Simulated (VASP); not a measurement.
The system is LiF.

```
Li F
1.0
     0.00000    1.99487    1.99487
     1.99487    0.00000    1.99487
     1.99487    1.99487    0.00000
Li F
1 1
Direct
  0.00000 0.00000 0.00000
  0.50000 0.50000 0.50000
```

Base run:

```yaml
Program: VASP 6.6.1
Functional: PBE
Potentials_or_basis: VASP PAW PBE potentials, release 64 (Li_sv, F)
Cutoff: 520 eV
k_mesh: 10 × 10 × 10
Occupations: fermi-dirac, width 0.02 eV
Spin: no spin polarisation
```

Its results: band gap on the k mesh 9.35 eV, direct.

**Question.** The run is repeated on the same cell with these changes: functional from PBE to r2SCAN; occupations from fermi-dirac, width 0.02 eV to gaussian, width 0.01 eV. What comes out?

**Answer.** Band gap on the k mesh 10.55 eV, direct.

A k mesh can miss the band edges.
